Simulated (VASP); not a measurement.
# Al in VASP: single point with PBE

Aim: the single point of Al with PBE.

Program: VASP 6.6.1. These are calculated values, not measurements. Logs are shortened: lines on timing, memory, paths and dates and some standing lists are left out, and cuts for length are marked.

### Step 1. The cell of the first run

The cell holds a slab with vacuum, 3 atoms: a = 2.920 Å, b = 2.920 Å, c = 24.205 Å, α = 90.00°, β = 90.00°, γ = 120.00°.

### Step 2. Single point, PBE

File INCAR:

```
PREC = Accurate
ENCUT = 400
EDIFF = 1E-6
ISMEAR = 1
SIGMA = 0.1
LREAL = False
LASPH = True
NELM = 120
ALGO = Normal
ISIF = 2
LWAVE = False
LCHARG = True
LDIPOL = True
IDIPOL = 3
DIPOL = 0.5 0.5 0.642
GGA = PE
LELF = True
LVHAR = True
LVACPOTAV = True
NBANDS = 12
GGA_COMPAT = False
NELMDL = -8
```

File KPOINTS:

```
Automatic mesh
0
Gamma
  15 15 1
```

File POSCAR:

```
Al
1.0
    1.4602435473      2.5292160153      0.0000000000
   -2.9204870946      0.0000000000      0.0000000000
    0.0000000000      0.0000000000     24.2052398589
Al
3
Direct
    0.6666666667      0.3333333333      0.5457191149
    0.3333333333      0.6666666667      0.6409741054
    0.0000000000      1.0000000000      0.7383641897
```

Potentials or basis: VASP PAW PBE potentials, release 64 (Al).

Command:

```sh
$ cat potpaw_PBE.64/Al/POTCAR > POTCAR
$ mpirun -np 1 vasp_std > vasp.out
```

OUTCAR:

```text
PREC = Accurate
   ENCUT = 400
   EDIFF = 1E-6
   ISMEAR = 1
   LREAL = False
   LASPH = True
   NELM = 120
   ISIF = 2
   GGA = PE
   NELMDL = -8

 ion  position               nearest neighbor table
   1  0.667  0.333  0.546-   2 2.86   2 2.86   2 2.86
   2  0.333  0.667  0.641-   1 2.86   1 2.86   1 2.86   3 2.90   3 2.90   3 2.90
   3  0.000  0.000  0.738-   2 2.90   2 2.90   2 2.90

  LATTYP: Found a hexagonal cell.
 ALAT       =     2.9204870946
 C/A-ratio  =     8.2880831434

  Lattice vectors:

 A1 = (   1.4602435473,   2.5292160153,   0.0000000000)
 A2 = (  -2.9204870946,   0.0000000000,   0.0000000000)
 A3 = (   0.0000000000,   0.0000000000,  24.2052398589)

Analysis of symmetry for initial positions (statically):
=====================================================================
 Subroutine PRICEL returns:
 Original cell was already a primitive cell.

 Routine SETGRP: Setting up the symmetry group for a
 hexagonal supercell.

 Subroutine GETGRP returns: Found  6 space group operations
 (whereof  6 operations were pure point group operations)
 out of a pool of 24 trial point group operations.

The static configuration has the point symmetry C_3v.

Analysis of symmetry for dynamics (positions and initial velocities):
=====================================================================
 Subroutine PRICEL returns:
 Original cell was already a primitive cell.

 Routine SETGRP: Setting up the symmetry group for a
 hexagonal supercell.

 Subroutine GETGRP returns: Found  6 space group operations
 (whereof  6 operations were pure point group operations)
 out of a pool of 24 trial point group operations.

The dynamic configuration has the point symmetry C_3v.

 Subroutine INISYM returns: Found  6 space group operations
 (whereof  6 operations are pure point group operations),
 and found     1 'primitive' translations

----------------------------------------------------------------------------------------

                                     Primitive cell

  volume of cell :     178.7930

  direct lattice vectors                    reciprocal lattice vectors
     1.460243547  2.529216015  0.000000000     0.000000000  0.395379435  0.000000000
    -2.920487095  0.000000000  0.000000000    -0.342408635  0.197689718  0.000000000
     0.000000000  0.000000000 24.205239859     0.000000000  0.000000000  0.041313369

  length of vectors
     2.920487095  2.920487095 24.205239859     0.395379435  0.395379435  0.041313369

  position of ions in fractional coordinates (direct lattice)
     0.666666667  0.333333333  0.545719115
     0.333333333  0.666666667  0.640974105
     0.000000000  0.000000000  0.738364190

  ion indices of the primitive-cell ions
   primitive index   ion index
                 1           1
                 2           2
                 3           3

----------------------------------------------------------------------------------------

 KPOINTS: Automatic mesh

Automatic generation of k-mesh.
 Grid dimensions read from file:
 generate k-points for:   15   15    1

 Generating k-lattice:

  Cartesian coordinates                     Fractional coordinates (reciprocal lattice)
     0.000000000  0.026358629  0.000000000     0.066666667  0.000000000  0.000000000
    -0.022827242  0.013179315  0.000000000     0.000000000  0.066666667  0.000000000
     0.000000000  0.000000000  0.041313369     0.000000000  0.000000000  1.000000000

  Length of vectors
     0.026358629  0.026358629  0.041313369

  Shift w.r.t. Gamma in fractional coordinates (k-lattice)
     0.000000000  0.000000000  0.000000000

 Subroutine IBZKPT returns following result:
 ===========================================

 Found     27 irreducible k-points:

 Following reciprocal coordinates:
            Coordinates               Weight
  0.000000  0.000000  0.000000      1.000000
  0.066667  0.000000  0.000000      6.000000
  0.133333  0.000000  0.000000      6.000000
  0.200000  0.000000  0.000000      6.000000
  0.266667  0.000000  0.000000      6.000000
  0.333333  0.000000  0.000000      6.000000
[... 16 lines left out ...]
  0.333333  0.200000  0.000000     12.000000
  0.400000  0.200000  0.000000      6.000000
 [... further k-points ...]
   k-points           NKPTS =     27   k-points in BZ     NKDIM =     27   number of bands    NBANDS=     12
   number of dos      NEDOS =    301   number of ions     NIONS =      3
   total plane-waves  NPLWV =  64000
   dimension x,y,z NGX =    20 NGY =   20 NGZ =  160
   dimension x,y,z NGXF=    40 NGYF=   40 NGZF=  320
   ions per type =               3
   NGX,Y,Z   is equivalent  to a cutoff of  11.38, 11.38, 10.99 a.u.
   NGXF,Y,Z  is equivalent  to a cutoff of  22.77, 22.77, 21.98 a.u.
 SYSTEM =  unknown system
   PREC   = accura    normal or accurate (medium, high low for compatibility)
   ISTART =      0    job   : 0-new  1-cont  2-samecut
   ICHARG =      2    charge: 1-file 2-atom 10-const
   ISPIN  =      1    spin polarized calculation?
   LNONCOLLINEAR =      F non collinear calculations
   LSORBIT =      F    spin-orbit coupling
   LASPH  =      T    aspherical Exc in radial PAW
   ENCUT  =  400.0 eV  29.40 Ry    5.42 a.u.   4.76  4.76 39.47*2*pi/ulx,y,z
   NELM   =    120;   NELMIN=  2; NELMDL= -8     # of ELM steps
   EDIFF  = 0.1E-05   stopping-criterion for ELM
   LREAL  =      F    real-space projection
   EDIFFG = 0.1E-04   stopping-criterion for IOM
   NSW    =      0    number of steps for IOM
   IBRION =     -1    ionic relax: 0-MD 1-quasi-New 2-CG
   NFREE  =      0    steps in history (QN), initial steepest desc. (CG)
   ISIF   =      2    stress and relaxation
   ISYM   =      2    0-nonsym 1-usesym 2-fastsym
   POTIM  = 0.5000    time-step for ionic-motion
   TEBEG  =    0.0;   TEEND  =   0.0 temperature during run
   PSTRESS=    0.0 pullay stress
   NELECT =       9.0000    total number of electrons
   NUPDOWN=      -1.0000    fix difference up-down
   EMIN   =  10.00;   EMAX   =-10.00  energy-range for DOS
   EFERMI =   0.00;   METHOD = LEGACY
   ISMEAR =     1;   SIGMA  =   0.10  broadening in eV -4-tet -1-fermi 0-gaus
   EFERMI_NEDOS =   21; number of points for ismear=-14 and -15
   IALGO  =     38    algorithm
   IMIX   =      4    mixing-type and parameters
     AMIX     =   0.40;   BMIX     =  1.00
     AMIX_MAG =   1.60;   BMIX_MAG =  1.00
  volume/ion in A,a.u.               =      59.60       402.18
  Fermi-wavevector in a.u.,A,eV,Ry     =   0.604466  1.142276  4.971291  0.365380
  Thomas-Fermi vector in A             =   1.657830
   LORBIT       =      0    0 simple, 1 ext, 2 COOP (PROOUT), +10 PAW based schemes
   GGA     = PE    functional components
   LHFCALC =     F    Hartree Fock is set to
   AEXX    =    0.0000 exact exchange contribution
   IVDW    =     0    specifies the selected vdW correction
   LEPSILON=     F    determine dielectric tensor
   LRPA    =     F    only Hartree local field effects (RPA)
 non-spin polarized calculation
 Methfessel and Paxton  Order N= 1 SIGMA  =   0.10
  energy-cutoff  :      400.00
  volume of cell :      178.79
 maximum number of plane-waves:      3283
 NGX is ok and might be reduce to    20
   NGX =  9   NGY =  9   NGZ = 79

 dipolmoment           0.000000      0.000000      0.000514 electrons x Angstroem

 number of electron       9.0000000 magnetization

 dipolmoment           0.000000      0.000000     -0.000763 electrons x Angstroem

 Free energy of the ion-electron system (eV)
  ---------------------------------------------------
  ext. energy  EPLUGINS =         0.00000000
  ---------------------------------------------------
  free energy    TOTEN  =       -10.47411485 eV

  energy without entropy =      -10.47218057  energy(sigma->0) =      -10.47347009

 E-fermi :  -0.5308     XC(G=0):  -3.6490

 val. band max:       -0.5553071366   @ k =   0.3333   0.2667   0.0000
 cond. band min:      -0.5210938810   @ k =   0.4000   0.2000   0.0000
 fundamental gap:      0.0342132556
 Fermi energy:        -0.5307626982

 k-point     1 :       0.0000    0.0000    0.0000
  band No.  band energies     occupation
      1     -10.8490      2.00000
      2      -9.1637      2.00000
      3      -6.5417      2.00000
      4      -3.4596      2.00000
      5       0.0195     -0.00000
      6       2.4400      0.00000
      7       3.2107      0.00000
      8       3.9096      0.00000
      9       4.0519      0.00000
     10       5.6587      0.00000
     11       5.7354      0.00000
     12       8.0315      0.00000

 k-point     2 :       0.0667    0.0000    0.0000
  band No.  band energies     occupation
      1     -10.7465      2.00000
      2      -9.0619      2.00000
      3      -6.4401      2.00000
      4      -3.3629      2.00000
      5       0.1161     -0.00000
      6       2.5395      0.00000
      7       3.3139      0.00000
      8       4.0121      0.00000
      9       4.1521      0.00000
     10       5.7521      0.00000
     11       5.8346      0.00000
     12       7.9831      0.00000

 k-point     3 :       0.1333    0.0000    0.0000
  band No.  band energies     occupation
      1     -10.4393      2.00000
      2      -8.7569      2.00000
      3      -6.1360      2.00000
      4      -3.0731      2.00000
      5       0.4030     -0.00000
      6       2.8326      0.00000
      7       3.6219      0.00000
      8       4.3160      0.00000
      9       4.4415      0.00000
     10       5.6431      0.00000
     11       6.0935      0.00000
     12       6.1933      0.00000

 k-point     4 :       0.2000    0.0000    0.0000
  band No.  band energies     occupation
      1      -9.9289      2.00000
      2      -8.2502      2.00000
      3      -5.6313      2.00000
      4      -2.5915      2.00000
      5       0.8621     -0.00000
      6       3.1075      0.00000
      7       3.5979      0.00000
      8       4.1559      0.00000
      9       4.8365      0.00000
     10       4.8690      0.00000
     11       5.0295      0.00000
     12       6.5106      0.00000

 k-point     5 :       0.2667    0.0000    0.0000
  band No.  band energies     occupation
      1      -9.2172      2.00000
      2      -7.5440      2.00000
      3      -4.9301      2.00000
      4      -1.9228      2.00000
      5       0.9536     -0.00000
      6       1.7465      0.00000
      7       2.7879      0.00000
      8       4.0625      0.00000
      9       4.8672      0.00000
     10       5.1780      0.00000
     11       5.5609      0.00000
     12       5.7410      0.00000
[... 228 lines left out ...]
      1      -8.1057      2.00000
      2      -6.4420      2.00000
      3      -3.8428      2.00000
      4      -0.9006      2.00000
      5       0.6855     -0.00000
      6       0.7503     -0.00000
      7       2.1009      0.00000
      8       2.3884      0.00000
      9       3.0920      0.00000
     10       4.5702      0.00000
     11       5.0514      0.00000
     12       5.4673      0.00000

 k-point    22 :       0.2667    0.2000    0.0000
  band No.  band energies     occupation
      1      -7.1027      2.00000
      2      -5.4494      2.00000
      3      -2.8888      2.00000
      4      -1.2065      2.00000
      5      -0.0407     -0.00000
      6       0.3215     -0.00000
      7       0.5271     -0.00000
      8       1.8841      0.00000
      9       3.0763      0.00000
     10       3.7471      0.00000
     11       4.4365      0.00000
     12       5.9834      0.00000

 k-point    23 :       0.3333    0.2000    0.0000
  band No.  band energies     occupation
      1      -5.9088      2.00000
      2      -4.2759      2.00000
      3      -2.9984      2.00000
      4      -1.7420      2.00000
      5      -1.2061      2.00000
      6      -0.0976     -0.00000
      7       1.2001     -0.00000
      8       1.3190     -0.00000
      9       1.8477      0.00000
     10       3.9111      0.00000
     11       4.2944      0.00000
     12       5.1350      0.00000

 k-point    24 :       0.4000    0.2000    0.0000
  band No.  band energies     occupation
      1      -4.5420      2.00000
      2      -4.5222      2.00000
      3      -3.1343      2.00000
      4      -2.6448      2.00000
      5      -0.5211      0.83720
      6      -0.4191     -0.06673
      7       0.2731     -0.00000
      8       1.5621      0.00000
      9       2.6092      0.00000
     10       2.7105      0.00000
     11       4.1315      0.00000
     12       5.8055      0.00000

 [... further k-points ...]
[... 5 lines left out ...]
  --------------------------------------------------------------------------------------
  -------------------------------------------------------------------------------------
  Total       -2.2419682     -2.2419682     -0.2515465      0.0000000      0.0000000      0.0000000
  in kB      -20.0904387    -20.0904387     -2.2541266      0.0000000      0.0000000      0.0000000
  external PRESSURE =     -14.1450013 kB  Pullay stress =       0.0000000 kB

 VOLUME and BASIS-vectors are now :
 -----------------------------------------------------------------------------
  energy-cutoff  :      400.00
  volume of cell :      178.79
      direct lattice vectors                 reciprocal lattice vectors
     1.460243547  2.529216015  0.000000000     0.000000000  0.395379435  0.000000000
    -2.920487095  0.000000000  0.000000000    -0.342408635  0.197689718  0.000000000
     0.000000000  0.000000000 24.205239859     0.000000000  0.000000000  0.041313369

 POSITION                                       TOTAL-FORCE (eV/Angst)
 -----------------------------------------------------------------------------------
      0.00000      1.68614     13.20926         0.000000      0.000000     -0.017117
     -1.46024      0.84307     15.51493         0.000000      0.000000      0.137606
      0.00000      0.00000     17.87228        -0.000000     -0.000000     -0.120489
 -----------------------------------------------------------------------------------
    total drift:                                0.000000      0.000000      0.000001

  FREE ENERGIE OF THE ION-ELECTRON SYSTEM (eV)
  ---------------------------------------------------
  free  energy   TOTEN  =       -10.4741148475 eV

  energy  without entropy=      -10.4721805701  energy(sigma->0) =      -10.47347009

 vacuum level on the upper side and lower side of the slab         3.369         3.388
```

Wall time 65 s (1 thread of Intel Xeon Platinum 8175M at 2.50GHz (Skylake/Cascade Lake), shared host); peak memory 0.24 GiB.

What came out:

```yaml
Free_energy: -10.4741 eV
Largest_force: 0.138 eV/Å
Band_gap_on_the_k_mesh: zero (an odd number of electrons rules out a gap without spin polarisation)
```

Forces on the atoms (eV/Å):
```
Al   0.000  0.000 -0.017
Al   0.000  0.000  0.138
Al   0.000  0.000 -0.120
```

The gap in the log of VASP goes by the Fermi energy; the results here count the filled bands.